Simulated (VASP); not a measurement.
Here is a VASP 6.6.1 calculation.

The input INCAR:

```
PREC = Accurate
ENCUT = 500
EDIFF = 1E-6
ISMEAR = 0
SIGMA = 0.02
LREAL = False
LASPH = True
NELM = 120
ALGO = Normal
ISIF = 2
LWAVE = False
LCHARG = False
GGA = CA
NBANDS = 11
GGA_COMPAT = False
```

The input KPOINTS:

```
Automatic mesh
0
Gamma
  8 8 8
```

Contents of POSCAR:

```
AlP
1.0
    0.0000000000      2.7168325037      2.7168325037
    2.7168325037      0.0000000000      2.7168325037
    2.7168325037      2.7168325037      0.0000000000
Al P
1 1
Direct
    0.0000000000      0.0000000000      0.0000000000
    0.2500000000      0.2500000000      0.2500000000
```

Potentials or basis: VASP PAW LDA potentials, release 64 (Al, P).

Command:

```console
$ cat potpaw_LDA.64/Al/POTCAR potpaw_LDA.64/P/POTCAR > POTCAR
$ mpirun -np 1 vasp_std > vasp.out
```

(1) Predict the pressure.

(2) What does it give for the band gap on the k mesh?

Results:

(1) 0.1 GPa.

(2) 1.41 eV (least direct gap 3.24 eV).
